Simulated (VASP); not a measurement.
**ReAu2Br6: single point with r2SCAN**

ReAu2Br6:

```
Re Au Br
1.0
     6.81389    0.00000    0.00000
    -3.40695    5.90101    0.00000
    -3.40695    1.96700    5.78113
Re Au Br
1 2 6
Cartesian
  -0.0003 3.9342 2.8911
  3.4073 1.9668 1.7170
  -3.4073 5.9012 4.0641
  0.7482 2.0878 1.4823
  1.2248 5.5051 1.4823
  -1.9730 4.2092 1.4823
  -0.7482 5.7802 4.2988
  -1.2248 2.3630 4.2988
  1.9730 3.6588 4.2988
```

```yaml
Program: VASP 6.6.1
Task: single point
Functional: r2SCAN
Potentials_or_basis: VASP PAW PBE potentials, release 64 (Re, Au, Br)
Cutoff: 520 eV
k_mesh: 3 × 3 × 3
Occupations: fermi-dirac, width 0.1 eV
Spin: no spin polarisation
Dipole_correction: no
Further_INCAR_settings: ALGO = Normal; EDIFF = 1e-06; NBANDS = 46
```

The pressure is 2.1 GPa and the largest force is 0.823 eV/Å.

Forces on the atoms (eV/Å):
```
Re   0.006 -0.004 -0.010
Au  -0.001  0.000 -0.213
Au   0.000  0.000  0.213
Br   0.536 -0.517 -0.330
Br   0.181  0.724 -0.331
Br  -0.720 -0.205 -0.332
Br  -0.539  0.524  0.335
Br  -0.184 -0.727  0.335
Br   0.720  0.205  0.333
```

Stress tensor (GPa, compression positive):
```
1.56 0.00 0.00
0.00 1.56 0.00
0.00 0.00 3.27
```

Levels at points of the mesh, in eV from the Fermi level:
```csv
k point,band 32,band 33,band 34,band 35,band 36,band 37,band 38,band 39
"(0.00, 0.00, 0.00)",-1.10,-0.91,-0.91,-0.52,-0.11,-0.11,1.69,1.98
```

Run time: 18 min on 1 thread of Oxide Virtual Turin-like Processor, with other jobs on the host, peak memory 0.47 GiB.

Caveat: the k points lie up to 0.37 Å⁻¹ apart; the PAW data sets were made with another functional, which shifts forces and pressure a little; spin-orbit coupling is left out, which moves the levels of the heavy elements; an odd number of electrons without spin polarisation forces a metal; a magnetic or distorted state may lie lower.
